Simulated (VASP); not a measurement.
Set up this calculation in VASP 6.6.1, as the native input.

| Quantity | Value |
| --- | --- |
| Task | single point |
| Functional | LDA |
| Potentials or basis | VASP PAW LDA potentials, release 64 (V_sv, Si) |
| Cutoff | 520 eV |
| k mesh | 14 × 14 × 14 |
| Occupations | fermi-dirac, width 0.1 eV |
| Spin | no spin polarisation |
| Dipole correction | no |
| Further INCAR settings | ALGO = Normal; EDIFF = 1e-06; NBANDS = 16 |

The structure of VSi (rocksalt type) lies in POSCAR:

```
VSi
1.0
    0.0000000000      2.2586853212      2.2586853212
    2.2586853212      0.0000000000      2.2586853212
    2.2586853212      2.2586853212      0.0000000000
V Si
1 1
Direct
    0.0000000000      0.0000000000      0.0000000000
    0.5000000000      0.5000000000      0.5000000000
```

This cell differs from its parent crystal: volume scaled by 0.837, to set the pressure.

The input as run:

INCAR

```
SYSTEM = VSi
PREC = Accurate
ENCUT = 520
EDIFF = 1E-6
ISMEAR = -1
SIGMA = 0.1
LREAL = .FALSE.
LASPH = .TRUE.
NELM = 80
ALGO = Normal
ISIF = 2
LWAVE = .FALSE.
LCHARG = .FALSE.
GGA = CA
NBANDS = 16
```

KPOINTS

```
Automatic mesh
0
G
  14 14 14
  0 0 0
```

Potentials or basis: VASP PAW LDA potentials, release 64 (V_sv, Si).

Launch:

```bash
$ cat potpaw_LDA.64/V_sv/POTCAR potpaw_LDA.64/Si/POTCAR > POTCAR
$ mpirun -np 1 vasp_std > vasp.out
```

It gave:

```json
{"Pressure": "39.8 GPa"}
```

Caveat: the cell differs from its parent crystal (volume scaled by 0.837, to set the pressure).

Wall time 15 s on 1 thread of AMD EPYC 9R45 96-Core Processor (Zen 5), on a shared host, peak memory 0.12 GiB.
